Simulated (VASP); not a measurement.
A run of VASP 6.6.1 is set up as follows.

File INCAR:

```
SYSTEM = TiTe2
  ALGO = Normal
  EDIFF = 1E-6
  ENCUT = 520
  ISIF = 2
  ISMEAR = -1
  LASPH = .TRUE.
  LCHARG = .FALSE.
  LREAL = .FALSE.
  LWAVE = .FALSE.
  NBANDS = 19
  NELM = 80
  PREC = Accurate
  SIGMA = 0.02
```

KPOINTS

```
k-points
0
G
  6 6 6
  0 0 0
```

The input POSCAR:

```
TiTe2
1.0
    0.0000000000      3.4401227511      3.4401227511
    3.4401227511      0.0000000000      3.4401227511
    3.4401227511      3.4401227511      0.0000000000
Ti Te
1 2
Direct
    0.0000000000      0.0000000000      0.0000000000
    0.2500000000      0.2500000000      0.2500000000
    0.7500000000      0.7500000000      0.7500000000
```

Potentials or basis: VASP PAW LDA potentials, release 64 (Ti_sv, Te).

Command:

```bash
$ cat potpaw_LDA.64/Ti_sv/POTCAR potpaw_LDA.64/Te/POTCAR > POTCAR
$ mpirun -np 1 vasp_std > vasp.out
```

**Question.** Predict the pressure.

**Answer.** -4.8 GPa.

**Question.** Predict the band gap on the k mesh.

**Answer.** Zero (band 12 reaches 7.27 eV, above the bottom of band 13 at 6.94 eV).

Caveat: spin-orbit coupling is left out, which moves the levels of the heavy elements.
